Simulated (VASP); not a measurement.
# AlN (P6_3mc) in VASP: notebook

The runs below take AlN through relaxation of the atoms, with PBE.

All numbers are computed with VASP 6.6.1; they aren't measurements. Logs are shortened: lines on timing, memory, paths and dates and some standing lists are left out, and cuts for length are marked.

**Measured values to compare with.**

From “Self-assembly of well-separated AlN nanowires directly on sputtered metallic TiN films”, 2019, arxiv:1910.07391, for a bulk crystal of AlN at 10 K: band gap 6.034 eV (an exciton energy, a little under the gap).

The runs below are set against these values where they give the same quantity.

**1. The cell of the first run**

Symmetry: P6_3mc, No. 186, hexagonal system. Conventional cell: a = 3.099 Å, b = 3.099 Å, c = 4.816 Å, α = 90.00°, β = 90.00°, γ = 120.00°. Al (site symmetry 3m) has 4 N at 1.84 to 1.88 Å within 2.4 Å. Within 2.4 Å of N (site symmetry 3m) lie 4 Al at 1.84 to 1.88 Å.

**2. Relaxation of the atoms, PBE**

File INCAR:

```
ALGO = Normal ; EDIFF = 1E-6
EDIFFG = -0.01 ; ENCUT = 520
GGA = PE ; IBRION = 2
ISIF = 2 ; ISMEAR = 0
LASPH = T ; LCHARG = F
LREAL = F ; LWAVE = F
NELM = 60 ; NSW = 50
PREC = Accurate ; SIGMA = 0.05
```

File KPOINTS:

```
k-points
0
Gamma
  9 9 6
```

File POSCAR:

```
AlN
1.0
    3.0986000000      0.0000000000      0.0000000000
   -1.5493000000      2.6834663162      0.0000000000
    0.0000000000      0.0000000000      4.8163000000
Al N
2 2
Direct
    0.3333333333      0.6666666667      0.0017290859
    0.6666666667      0.3333333333      0.5017290859
    0.3333333333      0.6666666667      0.3832709141
    0.6666666667      0.3333333333      0.8832709141
```

Potentials or basis: VASP PAW PBE potentials, release 64 (Al, N).

On the command line:

```sh
> cat potpaw_PBE.64/Al/POTCAR potpaw_PBE.64/N/POTCAR > POTCAR
> mpirun -np 1 vasp_std > vasp.out
```

OUTCAR:

```text
EDIFF = 1E-6
   EDIFFG = -0.01
   ENCUT = 520
   GGA = PE
   IBRION = 2
   ISIF = 2
   ISMEAR = 0
   LASPH = T
   LREAL = F
   NELM = 60
   NSW = 50
   PREC = Accurate

 ion  position               nearest neighbor table
   1  0.333  0.667  0.002-   3 1.84   4 1.88   4 1.88   4 1.88   2 3.00   2 3.00   2 3.00   2 3.00
                             2 3.00   2 3.00
   2  0.667  0.333  0.502-   4 1.84   3 1.88   3 1.88   3 1.88   1 3.00   1 3.00   1 3.00   1 3.00
                             1 3.00   1 3.00
   3  0.333  0.667  0.383-   1 1.84   2 1.88   2 1.88   2 1.88
   4  0.667  0.333  0.883-   2 1.84   1 1.88   1 1.88   1 1.88

  LATTYP: Found a hexagonal cell.
 ALAT       =     3.0986000000
 C/A-ratio  =     1.5543471245

  Lattice vectors:

 A1 = (   3.0986000000,   0.0000000000,   0.0000000000)
 A2 = (  -1.5493000000,   2.6834663162,   0.0000000000)
 A3 = (   0.0000000000,   0.0000000000,   4.8163000000)

Analysis of symmetry for initial positions (statically):
=====================================================================
 Subroutine PRICEL returns:
 Original cell was already a primitive cell.

 Routine SETGRP: Setting up the symmetry group for a
 hexagonal supercell.

 Subroutine GETGRP returns: Found 12 space group operations
 (whereof  6 operations were pure point group operations)
 out of a pool of 24 trial point group operations.

The static configuration has the point symmetry C_3v.
 The point group associated with its full space group is C_6v.

Analysis of symmetry for dynamics (positions and initial velocities):
=====================================================================
 Subroutine PRICEL returns:
 Original cell was already a primitive cell.

 Routine SETGRP: Setting up the symmetry group for a
 hexagonal supercell.

 Subroutine GETGRP returns: Found 12 space group operations
 (whereof  6 operations were pure point group operations)
 out of a pool of 24 trial point group operations.

The dynamic configuration has the point symmetry C_3v.
 The point group associated with its full space group is C_6v.

 Subroutine INISYM returns: Found 12 space group operations
 (whereof  6 operations are pure point group operations),
 and found     1 'primitive' translations

----------------------------------------------------------------------------------------

                                     Primitive cell

  volume of cell :      40.0475

  direct lattice vectors                    reciprocal lattice vectors
     3.098600000  0.000000000  0.000000000     0.322726393  0.186326170  0.000000000
    -1.549300000  2.683466316  0.000000000     0.000000000  0.372652339  0.000000000
     0.000000000  0.000000000  4.816300000     0.000000000  0.000000000  0.207628262

  length of vectors
     3.098600000  3.098600000  4.816300000     0.372652339  0.372652339  0.207628262

  position of ions in fractional coordinates (direct lattice)
     0.333333333  0.666666667  0.001729086
     0.666666667  0.333333333  0.501729086
     0.333333333  0.666666667  0.383270914
     0.666666667  0.333333333  0.883270914

  ion indices of the primitive-cell ions
   primitive index   ion index
                 1           1
                 2           2
                 3           3
                 4           4

----------------------------------------------------------------------------------------

 KPOINTS: k-points

Automatic generation of k-mesh.
 Grid dimensions read from file:
 generate k-points for:    9    9    6

 Generating k-lattice:

  Cartesian coordinates                     Fractional coordinates (reciprocal lattice)
     0.035858488  0.020702908  0.000000000     0.111111111 -0.000000000  0.000000000
     0.000000000  0.041405815  0.000000000     0.000000000  0.111111111  0.000000000
     0.000000000  0.000000000  0.034604710     0.000000000  0.000000000  0.166666667

  Length of vectors
     0.041405815  0.041405815  0.034604710

  Shift w.r.t. Gamma in fractional coordinates (k-lattice)
     0.000000000  0.000000000  0.000000000

 Subroutine IBZKPT returns following result:
 ===========================================

 Found     48 irreducible k-points:

 Following reciprocal coordinates:
            Coordinates               Weight
  0.000000  0.000000  0.000000      1.000000
  0.111111  0.000000  0.000000      6.000000
  0.222222  0.000000  0.000000      6.000000
  0.333333  0.000000  0.000000      6.000000
  0.444444  0.000000  0.000000      6.000000
  0.111111  0.111111  0.000000      6.000000
[... 16 lines left out ...]
  0.333333  0.222222  0.166667     24.000000
  0.333333  0.333333  0.166667      4.000000
 [... further k-points ...]
   k-points           NKPTS =     48   k-points in BZ     NKDIM =     48   number of bands    NBANDS=     12
   number of dos      NEDOS =    301   number of ions     NIONS =      4
   total plane-waves  NPLWV =  20736
   dimension x,y,z NGX =    24 NGY =   24 NGZ =   36
   dimension x,y,z NGXF=    48 NGYF=   48 NGZF=   72
   ions per type =               2   2
   NGX,Y,Z   is equivalent  to a cutoff of  12.88, 12.88, 12.43 a.u.
   NGXF,Y,Z  is equivalent  to a cutoff of  25.75, 25.75, 24.85 a.u.
 SYSTEM =  unknown system
   PREC   = accura    normal or accurate (medium, high low for compatibility)
   ISTART =      0    job   : 0-new  1-cont  2-samecut
   ICHARG =      2    charge: 1-file 2-atom 10-const
   ISPIN  =      1    spin polarized calculation?
   LNONCOLLINEAR =      F non collinear calculations
   LSORBIT =      F    spin-orbit coupling
   LASPH  =      T    aspherical Exc in radial PAW
   ENCUT  =  520.0 eV  38.22 Ry    6.18 a.u.   5.76  5.76  8.96*2*pi/ulx,y,z
   NELM   =     60;   NELMIN=  2; NELMDL= -5     # of ELM steps
   EDIFF  = 0.1E-05   stopping-criterion for ELM
   LREAL  =      F    real-space projection
   EDIFFG = -.1E-01   stopping-criterion for IOM
   NSW    =     50    number of steps for IOM
   IBRION =      2    ionic relax: 0-MD 1-quasi-New 2-CG
   NFREE  =      1    steps in history (QN), initial steepest desc. (CG)
   ISIF   =      2    stress and relaxation
   ISYM   =      2    0-nonsym 1-usesym 2-fastsym
   POTIM  = 0.5000    time-step for ionic-motion
   TEBEG  =    0.0;   TEEND  =   0.0 temperature during run
   PSTRESS=    0.0 pullay stress
   NELECT =      16.0000    total number of electrons
   NUPDOWN=      -1.0000    fix difference up-down
   EMIN   =  10.00;   EMAX   =-10.00  energy-range for DOS
   EFERMI =   0.00;   METHOD = LEGACY
   ISMEAR =     0;   SIGMA  =   0.05  broadening in eV -4-tet -1-fermi 0-gaus
   EFERMI_NEDOS =   21; number of points for ismear=-14 and -15
   IALGO  =     38    algorithm
   IMIX   =      4    mixing-type and parameters
     AMIX     =   0.40;   BMIX     =  1.00
     AMIX_MAG =   1.60;   BMIX_MAG =  1.00
  volume/ion in A,a.u.               =      10.01        67.56
  Fermi-wavevector in a.u.,A,eV,Ry     =   1.205748  2.278533 19.780523  1.453827
  Thomas-Fermi vector in A             =   2.341435
   LORBIT       =      0    0 simple, 1 ext, 2 COOP (PROOUT), +10 PAW based schemes
   GGA     = PE    functional components
   LHFCALC =     F    Hartree Fock is set to
   AEXX    =    0.0000 exact exchange contribution
   IVDW    =     0    specifies the selected vdW correction
   LEPSILON=     F    determine dielectric tensor
   LRPA    =     F    only Hartree local field effects (RPA)
 conjugate gradient relaxation of ions
 non-spin polarized calculation
 Gauss-broadening in eV      SIGMA  =   0.05
  energy-cutoff  :      520.00
  volume of cell :       40.05
 maximum number of plane-waves:      1090
 NGX is ok and might be reduce to    24

--------------------------------------- Ionic step        1  -------------------------------------------

 number of electron      15.9999998 magnetization

 Free energy of the ion-electron system (eV)
  ---------------------------------------------------
  ext. energy  EPLUGINS =         0.00000000
  ---------------------------------------------------
  free energy    TOTEN  =       -29.65021763 eV

  energy without entropy =      -29.65021763  energy(sigma->0) =      -29.65021763

------------------------ aborting loop because EDIFF is reached ----------------------------------------

  FORCE on cell =-STRESS in cart. coord.  units (eV):
  Direction    XX          YY          ZZ          XY          YZ          ZX
  --------------------------------------------------------------------------------------
  -------------------------------------------------------------------------------------
  Total        2.1423366      2.1423366      5.5273941      0.0000000     -0.0000000      0.0000000
  in kB       85.7083419     85.7083419    221.1341500      0.0000000     -0.0000000      0.0000000
  external PRESSURE =     130.8502779 kB  Pullay stress =       0.0000000 kB

 VOLUME and BASIS-vectors are now :
 -----------------------------------------------------------------------------
  energy-cutoff  :      520.00
  volume of cell :       40.05
      direct lattice vectors                 reciprocal lattice vectors
     3.098600000  0.000000000  0.000000000     0.322726393  0.186326170  0.000000000
    -1.549300000  2.683466316  0.000000000     0.000000000  0.372652339  0.000000000
     0.000000000  0.000000000  4.816300000     0.000000000  0.000000000  0.207628262
[... 39 lines left out ...]
 POSITION                                       TOTAL-FORCE (eV/Angst)
 -----------------------------------------------------------------------------------
     -0.00000      1.78898      4.79897         0.000000     -0.000000      0.213274
      1.54930      0.89449      2.39082        -0.000000     -0.000000      0.213274
     -0.00000      1.78898      1.87160         0.000000      0.000000     -0.213274
      1.54930      0.89449      4.27975        -0.000000      0.000000     -0.213274
 -----------------------------------------------------------------------------------
    total drift:                                0.000000      0.000000     -0.005119

  FREE ENERGIE OF THE ION-ELECTRON SYSTEM (eV)
  ---------------------------------------------------
  free  energy   TOTEN  =       -29.6646794129 eV

  energy  without entropy=      -29.6646794129  energy(sigma->0) =      -29.66467941

--------------------------------------- Ionic step        3  -------------------------------------------

 number of electron      15.9999996 magnetization

 Free energy of the ion-electron system (eV)
  ---------------------------------------------------
  ext. energy  EPLUGINS =         0.00000000
  ---------------------------------------------------
  free energy    TOTEN  =       -29.66818299 eV

  energy without entropy =      -29.66818299  energy(sigma->0) =      -29.66818299

 E-fermi :   7.0636     XC(G=0): -11.0948

 val. band max:        6.7806249295   @ k =   0.0000   0.0000   0.0000
 cond. band min:      11.1692617862   @ k =   0.0000   0.0000   0.0000
 fundamental gap:      4.3886368567
 Fermi energy:         7.0635675719

 k-point     1 :       0.0000    0.0000    0.0000
  band No.  band energies     occupation
      1      -8.8807      2.00000
      2      -6.4669      2.00000
      3       0.4980      2.00000
      4       5.5195      2.00000
      5       5.5195      2.00000
      6       6.2701      2.00000
      7       6.2701      2.00000
      8       6.7806      2.00000
      9      11.1693      0.00000
     10      13.3426      0.00000
     11      17.7323      0.00000
     12      17.7323      0.00000

 k-point     2 :       0.1111    0.0000    0.0000
  band No.  band energies     occupation
      1      -8.7200      2.00000
      2      -6.3832      2.00000
      3       0.6854      2.00000
      4       4.8254      2.00000
      5       5.3163      2.00000
      6       5.6200      2.00000
      7       6.2552      2.00000
      8       6.6917      2.00000
      9      11.8439      0.00000
     10      13.9406      0.00000
     11      16.7593      0.00000
     12      17.0706      0.00000
[... 316 lines left out ...]
 k-point    24 :       0.3333    0.3333    0.1667
  band No.  band energies     occupation
      1      -6.2459      2.00000
      2      -6.2459      2.00000
      3       1.6294      2.00000
      4       2.2875      2.00000
      5       2.2875      2.00000
      6       3.8496      2.00000
      7       4.7299      2.00000
      8       4.7299      2.00000
      9      12.2722      0.00000
     10      14.9930      0.00000
     11      16.0041      0.00000
     12      16.0041      0.00000

 [... further k-points ...]
[... 5 lines left out ...]
  --------------------------------------------------------------------------------------
  -------------------------------------------------------------------------------------
  Total        2.5968671      2.5968671      4.2202802      0.0000000     -0.0000000      0.0000000
  in kB      103.8927203    103.8927203    168.8405189      0.0000000     -0.0000000      0.0000000
  external PRESSURE =     125.5419865 kB  Pullay stress =       0.0000000 kB

 VOLUME and BASIS-vectors are now :
 -----------------------------------------------------------------------------
  energy-cutoff  :      520.00
  volume of cell :       40.05
      direct lattice vectors                 reciprocal lattice vectors
     3.098600000  0.000000000  0.000000000     0.322726393  0.186326170  0.000000000
    -1.549300000  2.683466316  0.000000000     0.000000000  0.372652339  0.000000000
     0.000000000  0.000000000  4.816300000     0.000000000  0.000000000  0.207628262

 POSITION                                       TOTAL-FORCE (eV/Angst)
 -----------------------------------------------------------------------------------
     -0.00000      1.78898      4.80714        -0.000000      0.000000     -0.001277
      1.54930      0.89449      2.39899         0.000000     -0.000000     -0.001277
     -0.00000      1.78898      1.86344        -0.000000      0.000000      0.001277
      1.54930      0.89449      4.27159         0.000000     -0.000000      0.001277
 -----------------------------------------------------------------------------------
    total drift:                               -0.000000      0.000000      0.001201

  FREE ENERGIE OF THE ION-ELECTRON SYSTEM (eV)
  ---------------------------------------------------
  free  energy   TOTEN  =       -29.6681829946 eV

  energy  without entropy=      -29.6681829946  energy(sigma->0) =      -29.66818299

 reached required accuracy - stopping structural energy minimisation
```

It took 85 s on 1 thread of AMD EPYC 7R13, shared host; peak memory 0.13 GiB.

What came out:

```
Free energy               : -29.6682 eV
Energy gained by relaxing : 4.5 meV/atom
Ionic steps               : 3
Pressure after relaxing   : 12.6 GPa
Band gap on the k mesh    : 4.39 eV, direct
```

The path:
| step | energy change (eV) | largest force (eV/Å) | pressure (GPa) |
| --- | --- | --- | --- |
| 1 | 0.0000 | 0.5318 | 13.09 |
| 2 | -0.0145 | 0.2133 | 12.41 |
| 3 | -0.0180 | 0.0013 | 12.55 |

Final structure:
```
Al N
1.0
     3.09860    0.00000    0.00000
    -1.54930    2.68347    0.00000
     0.00000    0.00000    4.81630
Al N
2 2
Direct
  0.33333 0.66667 0.99810
  0.66667 0.33333 0.49810
  0.33333 0.66667 0.38690
  0.66667 0.33333 0.88690
```

Levels at points of the mesh, in eV from the valence-band top:
```tsv
k point	band 4	band 5	band 6	band 7	band 8	band 9	band 10	band 11	band 12
(0.00, 0.00, 0.00)	-1.26	-1.26	-0.51	-0.51	0.00	4.39	6.56	10.95	10.95
(0.00, 0.00, 0.50)	-3.43	-0.90	-0.90	-0.90	-0.90	6.55	6.55	10.60	10.60
```

A k mesh can miss the band edges.

**3. Relaxation of the atoms, PBE**

This run uses another cell than the first one, of the same volume but with other edges.

File INCAR:

```
PREC = Accurate
ENCUT = 520
EDIFF = 1E-6
ISMEAR = 0
SIGMA = 0.05
LREAL = F
LASPH = T
NELM = 100
ALGO = Normal
ISIF = 2
LWAVE = F
LCHARG = F
GGA = PE
IBRION = 2
NSW = 50
EDIFFG = -0.01
```

File KPOINTS:

```
Automatic mesh
0
Gamma
  9 9 6
```

File POSCAR:

```
AlN
1.0
    3.0360000000      0.0000000000      0.0000000000
   -1.5180000000      2.6292531259      0.0000000000
    0.0000000000      0.0000000000      5.0169562961
Al N
2 2
Direct
    0.3333333333      0.6666666667      0.0017290859
    0.6666666667      0.3333333333      0.5017290859
    0.3333333333      0.6666666667      0.3832709141
    0.6666666667      0.3333333333      0.8832709141
```

Potentials or basis: VASP PAW PBE potentials, release 64 (Al, N).

On the command line:

```sh
> cat potpaw_PBE.64/Al/POTCAR potpaw_PBE.64/N/POTCAR > POTCAR
> mpirun -np 1 vasp_std > vasp.out
```

It took 89 s on 1 thread of AMD EPYC 7R13, shared host; peak memory 0.13 GiB.

Results (log left out):

```yaml
Free_energy: -29.6544 eV
Energy_gained_by_relaxing: 2.7 meV/atom
Ionic_steps: 3
Pressure_after_relaxing: 13.5 GPa
Band_gap_on_the_k_mesh: 4.66 eV, direct
```

Stress tensor (GPa, compression positive):
```
16.90  0.00  0.00
 0.00 16.90  0.00
 0.00  0.00  6.61
```

The path:
```tsv
step	energy change (eV)	largest force (eV/Å)	pressure (GPa)
1	0.0000	0.3777	13.72
2	-0.0099	0.1219	13.44
3	-0.0109	0.0004	13.47
```

Final structure:
```
CELL_PARAMETERS angstrom
3.03600 0.00000 0.00000
-1.51800 2.62925 0.00000
0.00000 0.00000 5.01696
ATOMIC_POSITIONS crystal
Al 0.33333 0.66667 0.00454
Al 0.66667 0.33333 0.50454
N 0.33333 0.66667 0.38046
N 0.66667 0.33333 0.88046
```

Levels at points of the mesh, in eV from the valence-band top:
| k point | band 6 | band 7 | band 8 | band 9 | band 10 | band 11 |
| --- | --- | --- | --- | --- | --- | --- |
| (0.00, 0.00, 0.00) | -0.07 | 0.00 | 0.00 | 4.66 | 7.46 | 10.86 |
| (0.00, 0.00, 0.50) | -0.29 | -0.29 | -0.29 | 7.05 | 7.05 | 10.66 |

[end of part 1 of 3]
